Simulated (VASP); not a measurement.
A run of VASP 6.6.1 is set up as follows.

Contents of INCAR:

```
SYSTEM = TiTe2
  PREC = Accurate
  ENCUT = 600
  EDIFF = 1E-7
  ISMEAR = 0
  SIGMA = 0.05
  LREAL = .FALSE.
  LASPH = .TRUE.
  NELM = 60
  ALGO = Normal
  ISIF = 4
  LWAVE = .FALSE.
  LCHARG = .FALSE.
  GGA = B5
  ALDAX = 1.0
  AGGAX = 1.0
  AGGAC = 1.0
  ALDAC = 0.0
  IVDW = 12
  VDW_S6 = 1.0
  VDW_S8 = 2.6996
  VDW_A1 = 0.4298
  VDW_A2 = 4.2359
  IBRION = 2
  NSW = 60
  EDIFFG = -0.01
```

Contents of KPOINTS:

```
Automatic mesh
0
G
  8 8 4
  0 0 0
```

File POSCAR:

```
TiTe2
1.0
    3.7943416585      0.0000000000      0.0000000000
   -1.8971708292      3.2859962669      0.0000000000
    0.0000000000      0.0000000000      6.3749308148
Ti Te
1 2
Direct
    0.0000000000      0.0000000000      0.0000000000
    0.3333333333      0.6666666667      0.2682385710
    0.6666666667      0.3333333333      0.7317614290
```

Potentials or basis: VASP PAW PBE potentials, release 64 (Ti_sv, Te).

Run with:

```sh
$ cat potpaw_PBE.64/Ti_sv/POTCAR potpaw_PBE.64/Te/POTCAR > POTCAR
$ mpirun -np 1 vasp_std > vasp.out
```

Q: What does it give for the dispersion energy per atom?

A: -1.168 eV.

Q: What does it give for the band gap on the k mesh?

A: Zero (bands 12 and 13 overlap by 0.60 eV).

Final structure:
```
Ti Te
1.0
     3.79145    0.00000    0.00000
    -1.89573    3.28350    0.00000
     0.00000    0.00000    6.38464
Ti Te
1 2
Direct
  0.00000 0.00000 0.00000
  0.33333 0.66667 0.26635
  0.66667 0.33333 0.73365
```

Caveat: spin-orbit coupling is left out, which moves the levels of the heavy elements.
